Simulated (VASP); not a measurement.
# Cd5HgS6 in VASP: further runs

The runs below take Cd5HgS6 through relaxation of cell and atoms, single point, with PBE.

Program: VASP 6.6.1. These are calculated values, not measurements. Logs are shortened: lines on timing, memory, paths and dates and some standing lists are left out, and cuts for length are marked.

### 1 The cell of the first run

The structure is trigonal, space group P3m1 (No. 156). The conventional cell has a = 4.091 Å, b = 4.091 Å, c = 19.921 Å, α = 90.00°, β = 90.00°, γ = 120.00°. Within 3.3 Å of Cd (site symmetry 3m) lie 4 S at 2.49 to 2.50 Å. Within 3.3 Å of Cd (site symmetry 3m) lie 4 S at 2.49 to 2.50 Å. Within 3.3 Å of Cd (site symmetry 3m) lie 4 S at 2.49 to 2.50 Å. Within 3.3 Å of Cd (site symmetry 3m) lie 4 S at 2.49 to 2.50 Å. Cd (site symmetry 3m) has 4 S at 2.49 to 2.50 Å within 3.3 Å. Hg (site symmetry 3m) has 4 S at 2.49 to 2.50 Å within 3.3 Å. Within 3.3 Å of S (site symmetry 3m) lie 4 Cd at 2.49 to 2.50 Å. Within 3.3 Å of S (site symmetry 3m) lie 1 Hg at 2.49 Å and 3 Cd at 2.50 Å.

### 2 Relaxation of cell and atoms, PBE

Input file INCAR:

```
SYSTEM = Cd5HgS6
PREC     = Accurate       ! precision mode
ENCUT    = 600            ! plane-wave cutoff, eV
EDIFF    = 1E-7           ! SCF threshold, eV
ISMEAR   = 0              ! smearing method
SIGMA    = 0.1            ! smearing width, eV
LREAL    = .FALSE.        ! projectors in reciprocal space
LASPH    = .TRUE.         ! aspherical terms in the spheres
NELM     = 60             ! most SCF steps
ALGO     = Normal         ! electronic algorithm
ISIF     = 3              ! what is computed and relaxed
LWAVE    = .FALSE.        ! write WAVECAR
LCHARG   = .FALSE.        ! write CHGCAR
GGA      = PE             ! functional
IBRION   = 2              ! ionic algorithm
NSW      = 90             ! ionic steps
EDIFFG   = -0.04          ! ionic threshold
```

Input file KPOINTS:

```
regular mesh
0
G
  6 6 1
  0 0 0
```

Input file POSCAR:

```
Cd5HgS6
1.0
    4.0905539100      0.0000000000      0.0000000000
   -2.0452769600      3.5425236100      0.0000000000
    0.0000000000      0.0000000000     19.9214902500
Cd Hg S
5 1 6
Direct
    0.3333333300      0.6666666700      0.0000000000
    0.3333333300      0.6666666700      0.6666666700
    0.6666666700      0.3333333300      0.1666666700
    0.6666666700      0.3333333300      0.5000000000
    0.6666666700      0.3333333300      0.8333333300
    0.3333333300      0.6666666700      0.3333333300
    0.3333333300      0.6666666700      0.1250000000
    0.3333333300      0.6666666700      0.4583333300
    0.3333333300      0.6666666700      0.7916666700
    0.6666666700      0.3333333300      0.2916666700
    0.6666666700      0.3333333300      0.6250000000
    0.6666666700      0.3333333300      0.9583333300
```

Potentials or basis: VASP PAW PBE potentials, release 64 (Cd, Hg, S).

Command:

```
$ cat potpaw_PBE.64/Cd/POTCAR potpaw_PBE.64/Hg/POTCAR potpaw_PBE.64/S/POTCAR > POTCAR
$ mpirun -np 1 vasp_std > vasp.out
```

OUTCAR:

```text
SYSTEM = Cd5HgS6
   PREC = Accurate
   ENCUT = 600
   EDIFF = 1E-7
   ISMEAR = 0
   LREAL = .FALSE.
   LASPH = .TRUE.
   NELM = 60
   ISIF = 3
   GGA = PE
   IBRION = 2
   NSW = 90
   EDIFFG = -0.04

 ion  position               nearest neighbor table
   1  0.333  0.667  0.000-   7 2.49  12 2.50  12 2.50  12 2.50
   2  0.333  0.667  0.667-   9 2.49  11 2.50  11 2.50  11 2.50
   3  0.667  0.333  0.167-  10 2.49   7 2.50   7 2.50   7 2.50
   4  0.667  0.333  0.500-  11 2.49   8 2.50   8 2.50   8 2.50
   5  0.667  0.333  0.833-  12 2.49   9 2.50   9 2.50   9 2.50
   6  0.333  0.667  0.333-   8 2.49  10 2.50  10 2.50  10 2.50
   7  0.333  0.667  0.125-   1 2.49   3 2.50   3 2.50   3 2.50
   8  0.333  0.667  0.458-   6 2.49   4 2.50   4 2.50   4 2.50
   9  0.333  0.667  0.792-   2 2.49   5 2.50   5 2.50   5 2.50
  10  0.667  0.333  0.292-   3 2.49   6 2.50   6 2.50   6 2.50
  11  0.667  0.333  0.625-   4 2.49   2 2.50   2 2.50   2 2.50
  12  0.667  0.333  0.958-   5 2.49   1 2.50   1 2.50   1 2.50

  LATTYP: Found a hexagonal cell.
 ALAT       =     4.0905539100
 C/A-ratio  =     4.8701204503

  Lattice vectors:

 A1 = (   4.0905539100,   0.0000000000,   0.0000000000)
 A2 = (  -2.0452769600,   3.5425236100,   0.0000000000)
 A3 = (   0.0000000000,   0.0000000000,  19.9214902500)

Analysis of symmetry for initial positions (statically):
=====================================================================
 Subroutine PRICEL returns:
 Original cell was already a primitive cell.

 Routine SETGRP: Setting up the symmetry group for a
 hexagonal supercell.

 Subroutine GETGRP returns: Found  6 space group operations
 (whereof  6 operations were pure point group operations)
 out of a pool of 24 trial point group operations.

The static configuration has the point symmetry C_3v.

Analysis of symmetry for dynamics (positions and initial velocities):
=====================================================================
 Subroutine PRICEL returns:
 Original cell was already a primitive cell.

 Routine SETGRP: Setting up the symmetry group for a
 hexagonal supercell.

 Subroutine GETGRP returns: Found  6 space group operations
 (whereof  6 operations were pure point group operations)
 out of a pool of 24 trial point group operations.

The dynamic configuration has the point symmetry C_3v.

 Subroutine INISYM returns: Found  6 space group operations
 (whereof  6 operations are pure point group operations),
 and found     1 'primitive' translations

----------------------------------------------------------------------------------------
[... 87 lines left out ...]
   ISTART =      0    job   : 0-new  1-cont  2-samecut
   ICHARG =      2    charge: 1-file 2-atom 10-const
   ISPIN  =      1    spin polarized calculation?
   LNONCOLLINEAR =      F non collinear calculations
   LSORBIT =      F    spin-orbit coupling
   LASPH  =      T    aspherical Exc in radial PAW
   ENCUT  =  600.0 eV  44.10 Ry    6.64 a.u.   8.17  8.17 39.79*2*pi/ulx,y,z
   NELM   =     60;   NELMIN=  2; NELMDL= -5     # of ELM steps
   EDIFF  = 0.1E-06   stopping-criterion for ELM
   LREAL  =      F    real-space projection
   EDIFFG = -.4E-01   stopping-criterion for IOM
   NSW    =     90    number of steps for IOM
   IBRION =      2    ionic relax: 0-MD 1-quasi-New 2-CG
   NFREE  =      1    steps in history (QN), initial steepest desc. (CG)
   ISIF   =      3    stress and relaxation
   ISYM   =      2    0-nonsym 1-usesym 2-fastsym
   POTIM  = 0.5000    time-step for ionic-motion
   TEBEG  =    0.0;   TEEND  =   0.0 temperature during run
   PSTRESS=    0.0 pullay stress
   NELECT =     108.0000    total number of electrons
   NUPDOWN=      -1.0000    fix difference up-down
   EMIN   =  10.00;   EMAX   =-10.00  energy-range for DOS
   EFERMI =   0.00;   METHOD = LEGACY
   ISMEAR =     0;   SIGMA  =   0.10  broadening in eV -4-tet -1-fermi 0-gaus
   EFERMI_NEDOS =   21; number of points for ismear=-14 and -15
   IALGO  =     38    algorithm
   IMIX   =      4    mixing-type and parameters
     AMIX     =   0.40;   BMIX     =  1.00
     AMIX_MAG =   1.60;   BMIX_MAG =  1.00
  volume/ion in A,a.u.               =      24.06       162.34
  Fermi-wavevector in a.u.,A,eV,Ry     =   1.179625  2.229167 18.932703  1.391514
  Thomas-Fermi vector in A             =   2.315932
   LORBIT       =      0    0 simple, 1 ext, 2 COOP (PROOUT), +10 PAW based schemes
   GGA     = PE    functional components
   LHFCALC =     F    Hartree Fock is set to
   AEXX    =    0.0000 exact exchange contribution
   IVDW    =     0    specifies the selected vdW correction
   LEPSILON=     F    determine dielectric tensor
   LRPA    =     F    only Hartree local field effects (RPA)
 conjugate gradient relaxation of ions
 non-spin polarized calculation
 Gauss-broadening in eV      SIGMA  =   0.10
  energy-cutoff  :      600.00
  volume of cell :      288.68
 maximum number of plane-waves:      9650
 NGX is ok and might be reduce to    36
   NGX = 17   NGY = 17   NGZ = 79

--------------------------------------- Ionic step        1  -------------------------------------------

 number of electron     107.9999990 magnetization

 Free energy of the ion-electron system (eV)
  ---------------------------------------------------
  ext. energy  EPLUGINS =         0.00000000
  ---------------------------------------------------
  free energy    TOTEN  =       -34.80299431 eV

  energy without entropy =      -34.80299431  energy(sigma->0) =      -34.80299431

------------------------ aborting loop because EDIFF is reached ----------------------------------------

  FORCE on cell =-STRESS in cart. coord.  units (eV):
  Direction    XX          YY          ZZ          XY          YZ          ZX
  --------------------------------------------------------------------------------------
  -------------------------------------------------------------------------------------
  Total        9.9969075      9.9969076     11.5141165     -0.0000000      0.0000000     -0.0000000
  in kB       55.4829521     55.4829524     63.9034791     -0.0000001      0.0000000     -0.0000000
  external PRESSURE =      58.2897945 kB  Pullay stress =       0.0000000 kB
[... 309 lines left out ...]
--------------------------------------- Ionic step        8  -------------------------------------------

 number of electron     108.0000001 magnetization

 Free energy of the ion-electron system (eV)
  ---------------------------------------------------
  ext. energy  EPLUGINS =         0.00000000
  ---------------------------------------------------
  free energy    TOTEN  =       -35.26279572 eV

  energy without entropy =      -35.26279552  energy(sigma->0) =      -35.26279562

 E-fermi :   1.4032     XC(G=0):  -8.8983

 val. band max:        1.0822185898   @ k =   0.0000   0.0000   0.0000
 cond. band min:       1.7137397897   @ k =   0.0000   0.0000   0.0000
 fundamental gap:      0.6315211999
 Fermi energy:         1.4032253709

 k-point     1 :       0.0000    0.0000    0.0000
  band No.  band energies     occupation
      1     -11.2881      2.00000
      2     -11.1037      2.00000
      3     -11.0824      2.00000
      4     -10.9323      2.00000
      5     -10.8824      2.00000
      6     -10.7923      2.00000
[... 497 lines left out ...]
  FREE ENERGIE OF THE ION-ELECTRON SYSTEM (eV)
  ---------------------------------------------------
  free  energy   TOTEN  =       -35.2627957219 eV

  energy  without entropy=      -35.2627955152  energy(sigma->0) =      -35.26279562

 reached required accuracy - stopping structural energy minimisation
```

Run time: 28 min. Hardware: 1 thread of Intel Xeon Platinum 8488C (Sapphire Rapids), shared host; peak memory 0.61 GiB.

What came out:

- Free energy: -35.2628 eV
- Relaxed volume: 26.33 Å³/atom
- Relaxed cell: a = 4.211 Å, b = 4.211 Å, c = 20.568 Å, α = 90.00°, β = 90.00°, γ = 120.00°
- Space group after relaxing (to 0.1 Å): P3m1 (No. 156)
- Energy gained by relaxing: 38.3 meV/atom
- Ionic steps: 8
- Pressure after relaxing: 0.0 GPa
- Largest force after relaxing: 0.036 eV/Å
- Band gap on the k mesh: 0.63 eV

Forces in eV/Å, atoms in the order of the input:
```
Cd   0.000  0.000 -0.013
Cd   0.000  0.000  0.004
Cd   0.000  0.000 -0.036
Cd   0.000  0.000  0.035
Cd   0.000  0.000 -0.001
Hg   0.000  0.000  0.013
S    0.000  0.000 -0.028
S    0.000  0.000 -0.028
S    0.000  0.000  0.004
S    0.000  0.000  0.031
S    0.000  0.000  0.020
S    0.000  0.000 -0.001
```

The path:
```csv
step,energy change (eV),largest force (eV/Å),pressure (GPa),volume (Å³)
1,0.0000,0.2711,5.83,288.68
2,-0.3980,0.0681,-1.67,326.81
3,-0.4574,0.1057,0.01,315.70
4,-0.4573,0.1034,-0.08,316.26
5,-0.4583,0.0720,0.01,315.66
6,-0.4587,0.0578,0.13,314.98
7,-0.4594,0.0499,0.07,315.32
8,-0.4598,0.0356,-0.03,315.92
```

Final structure:
```yaml
crystal:
  lattice:
    - [4.21137, 0.00000, 0.00000]
    - [-2.10569, 3.64715, 0.00000]
    - [0.00000, 0.00000, 20.56838]
  atoms:
    - { symbol: Cd, position: [0.33333, 0.66667, 0.99974] }
    - { symbol: Cd, position: [0.33333, 0.66667, 0.66645] }
    - { symbol: Cd, position: [0.66667, 0.33333, 0.16565] }
    - { symbol: Cd, position: [0.66667, 0.33333, 0.49992] }
    - { symbol: Cd, position: [0.66667, 0.33333, 0.83307] }
    - { symbol: Hg, position: [0.33333, 0.66667, 0.33357] }
    - { symbol: S, position: [0.33333, 0.66667, 0.12513] }
    - { symbol: S, position: [0.33333, 0.66667, 0.45993] }
    - { symbol: S, position: [0.33333, 0.66667, 0.79194] }
    - { symbol: S, position: [0.66667, 0.33333, 0.29065] }
    - { symbol: S, position: [0.66667, 0.33333, 0.62537] }
    - { symbol: S, position: [0.66667, 0.33333, 0.95858] }
```

Levels at points of the mesh, in eV from the valence-band top:
| k point | band 51 | band 52 | band 53 | band 54 | band 55 | band 56 | band 57 | band 58 |
| --- | --- | --- | --- | --- | --- | --- | --- | --- |
| (0.00, 0.00, 0.00) | -0.29 | -0.16 | 0.00 | 0.00 | 0.63 | 1.75 | 2.09 | 2.37 |
| (0.50, 0.00, 0.00) | -1.17 | -1.08 | -1.08 | -0.81 | 2.57 | 3.07 | 3.27 | 3.52 |

Caveat: spin-orbit coupling is left out, which moves the levels of the heavy elements.

### 3 Single point, PBE

This run uses another cell than the first one, of 26.17 Å³/atom.

Input file INCAR:

```
SYSTEM = Cd5HgS6
ALGO = Normal ; EDIFF = 1E-7
ENCUT = 520 ; GGA = PE
ISIF = 2 ; ISMEAR = 0
LASPH = .True. ; LCHARG = .True.
LELF = .True. ; LREAL = .False.
LVHAR = .True. ; LWAVE = .False.
NBANDS = 66 ; NELM = 100
PREC = Accurate ; SIGMA = 0.1
```

Input file KPOINTS:

```
k-points
0
Gamma
  6 6 1
  0 0 0
```

Input file POSCAR:

```
Cd5HgS6
1.0
    4.2017022687      0.0011317268      0.0002489952
   -2.0998941905      3.6427506989     -0.0010279515
    0.0013371403     -0.0050847861     20.5144055225
Cd Hg S
5 1 6
Direct
    0.3336683373      0.6675628081      0.9992297494
    0.3313952883      0.6627106138      0.6668358891
    0.6681510971      0.3356626833      0.1651110686
    0.6680884030      0.3348514812      0.5004478856
    0.6650251799      0.3338634504      0.8330996843
    0.3337380858      0.6652611319      0.3335306244
    0.3346960476      0.6690803510      0.1245649410
    0.3345051245      0.6681857634      0.4600852884
    0.3316615257      0.6672162723      0.7921362942
    0.6673227662      0.3323375395      0.2906528703
    0.6649214916      0.3294859698      0.6259752939
    0.6668266529      0.3337819356      0.9583304109
```

Potentials or basis: VASP PAW PBE potentials, release 64 (Cd, Hg, S).

Command:

```
$ cat potpaw_PBE.64/Cd/POTCAR potpaw_PBE.64/Hg/POTCAR potpaw_PBE.64/S/POTCAR > POTCAR
$ mpirun -np 1 vasp_std > vasp.out
```

Run time: 20 min. Hardware: 1 thread of Intel Xeon 8259CL, shared host; peak memory 0.63 GiB.

The run converged. Its results:

```yaml
Free_energy: -35.2700 eV
Pressure: 0.3 GPa
Largest_force: 0.025 eV/Å
Band_gap_on_the_k_mesh: 0.63 eV
```

Forces in eV/Å, atoms in the order of the input:
```
Cd  -0.001  0.000 -0.012
Cd  -0.001  0.010 -0.011
Cd  -0.001 -0.003  0.006
Cd  -0.003 -0.005  0.013
Cd   0.002 -0.003 -0.025
Hg  -0.001  0.006  0.023
S    0.001 -0.001 -0.003
S    0.002 -0.001 -0.014
S    0.003  0.000  0.019
S    0.000 -0.003 -0.016
S   -0.001  0.000  0.000
S    0.000  0.000  0.020
```

Levels at points of the mesh, in eV from the valence-band top:
```csv
k point,band 52,band 53,band 54,band 55,band 56,band 57
"(0.00, 0.00, 0.00)",-0.17,0.00,0.00,0.63,1.75,2.10
"(0.50, 0.00, 0.00)",-1.10,-1.10,-0.82,2.57,3.06,3.27
"(0.00, 0.50, 0.00)",-1.10,-1.10,-0.82,2.58,3.06,3.28
"(0.50, 0.50, 0.00)",-1.11,-1.10,-0.83,2.57,3.06,3.26
```

Caveat: spin-orbit coupling is left out, which moves the levels of the heavy elements.
